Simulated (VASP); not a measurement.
Wanted: the native input for a VASP 6.6.1 run.

| Property | Result |
| --- | --- |
| Task | single point |
| Functional | HSE06 |
| Potentials or basis | VASP PAW PBE potentials, release 64 (I) |
| Cutoff | 520 eV |
| k mesh | 4 × 4 × 2 |
| Occupations | fermi-dirac, width 0.05 eV |
| Spin | no spin polarisation |
| Dipole correction | no |
| Grid for exact exchange (PRECFOCK) | Normal |
| Further INCAR settings | ALGO = Normal; EDIFF = 1e-06; NBANDS = 22 |
| Share of exact exchange | 0.25 |
| Screening parameter | 0.2079 1/Å |

I:

```xyz
4
Lattice="3.6350 -2.3950 0.0000 3.6350 2.3950 0.0000 0.0000 0.0000 9.7934" Properties=species:S:1:pos:R:3 pbc="T T T"
I     3.6350   -0.7152    3.7646
I     3.6350    1.6799    1.1321
I     3.6350    0.7152    6.0288
I     3.6350   -1.6799    8.6613
```

The input as run:

POSCAR

```
I
1.0
    3.6350350000     -2.3950200000      0.0000000000
    3.6350350000      2.3950200000      0.0000000000
    0.0000000000      0.0000000000      9.7934400000
I
4
Direct
    0.6493000000      0.3507000000      0.3844000000
    0.1493000000      0.8507000000      0.1156000000
    0.3507000000      0.6493000000      0.6156000000
    0.8507000000      0.1493000000      0.8844000000
```

INCAR.step1

```
SYSTEM = I
ALGO = Normal
EDIFF = 1E-5
ENCUT = 520
GGA = PE
ISIF = 2
ISMEAR = -1
LASPH = .TRUE.
LREAL = .FALSE.
LWAVE = .TRUE.
NBANDS = 22
NELM = 80
PREC = Accurate
SIGMA = 0.05
```

INCAR.step2

```
SYSTEM = I
ALGO = Normal
EDIFF = 1E-6
ENCUT = 520
GGA = PE
HFSCREEN = 0.2079
ISIF = 2
ISMEAR = -1
ISTART = 1
LASPH = .TRUE.
LCHARG = .TRUE.
LELF = .TRUE.
LHFCALC = .TRUE.
LREAL = .FALSE.
LVHAR = .TRUE.
LWAVE = .FALSE.
NBANDS = 22
NELM = 80
PREC = Accurate
PRECFOCK = Normal
SIGMA = 0.05
```

KPOINTS

```
k-points
0
G
  4 4 2
  0 0 0
```

Potentials or basis: VASP PAW PBE potentials, release 64 (I).

Command:

```sh
$ cat potpaw_PBE.64/I/POTCAR > POTCAR
$ cp INCAR.step1 INCAR
$ mpirun -np 1 vasp_std > vasp.out
$ cp INCAR.step2 INCAR
$ mpirun -np 1 vasp_std > vasp.out
```

Results of the run:

```
Pressure               : 0.9 GPa
Largest force          : 0.256 eV/Å
Band gap on the k mesh : 2.14 eV (least direct gap 2.35 eV)
```

Caveat: this functional lacks dispersion, which holds the molecules together, so the pressure and a relaxed volume are unreliable; the PAW data sets were made with another functional, which shifts forces and pressure a little; spin-orbit coupling is left out, which moves the levels of the heavy elements.

It took 63 min on 1 thread of Intel(R) Xeon(R) Platinum 8375C CPU @ 2.90GHz (Ice Lake), with other jobs on the host, peak memory 0.42 GiB.
